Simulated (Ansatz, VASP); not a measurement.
Given: the input of a run of Ansatz 0.2.0 on Te.

input.yaml

```yaml
crystal:
  lattice:
    - [4.454, 0.0, 0.0]
    - [-2.227, 3.8572771485, 0.0]
    - [0.0, 0.0, 5.924]
  atoms:
    - { symbol: Te, position: [0.731, 0.731, 0.0] }
    - { symbol: Te, position: [0.0, 0.269, 0.6666666667] }
    - { symbol: Te, position: [0.269, 0.0, 0.3333333333] }
hamiltonian:
  xc: pbe
  pseudopotentials: { kind: paw }
kpoints:
  mp_grid: { grid: [7, 7, 5] }
scf:
  occupations: { method: fermi_dirac, width: 0.05 }
output:
  forces: true
  stress: true
relax:
  f_tol: 0.01
  max_steps: 40
  cell: { stress_tol: 0.05 }
```

Potentials or basis: Ansatz PAW.

The run is started by

```console
$ ansatz run input.yaml --threads 2 --pin off --max-ram 5632MiB --backend cpu --events-out ev --progress --plain --runs-dir out
```

Question: Translate it to VASP 6.6.1. Potentials there: VASP PAW PBE potentials, release 64 (Te).

Answer: As run (the cutoff follows the program's own potentials):

The input INCAR:

```
PREC = Accurate
ENCUT = 600
EDIFF = 1E-6
ISMEAR = -1
SIGMA = 0.05
LREAL = False
LASPH = True
NELM = 100
ALGO = Normal
ISIF = 3
LWAVE = False
LCHARG = False
GGA = PE
IBRION = 2
NSW = 60
EDIFFG = -0.01
```

Contents of KPOINTS:

```
regular mesh
0
Gamma
  7 7 5
```

Contents of POSCAR:

```
Te
1.0
    4.4540000000      0.0000000000      0.0000000000
   -2.2270000000      3.8572771485      0.0000000000
    0.0000000000      0.0000000000      5.9240000000
Te
3
Direct
    0.7310000000      0.7310000000      0.0000000000
    0.0000000000      0.2690000000      0.6666666667
    0.2690000000      0.0000000000      0.3333333333
```

Potentials or basis: VASP PAW PBE potentials, release 64 (Te).

The run is started by

```sh
$ cat potpaw_PBE.64/Te/POTCAR > POTCAR
$ mpirun -np 1 vasp_std > vasp.out
```

Both were run:

|  | VASP | Ansatz | Ansatz less VASP |
| --- | --- | --- | --- |
| relaxed volume (Å³/atom) | 35.10 | 35.14 | +0.041 |
| relaxed cell length with the largest relative difference (Å) | 4.519 | 4.522 | +0.0031 |

VASP's potentials hold 18 valence electrons a cell and Ansatz's 48, so a difference there can come from the potentials and not from the codes.

Neither program's run includes spin-orbit coupling. Noted on Ansatz's run: odd divisions of the mesh miss points on the zone boundary, where band edges often lie, so the gap on the mesh can be too wide; the plane-wave basis is chosen anew once the cell has moved, so the energies of steps on either side of that aren't comparable.
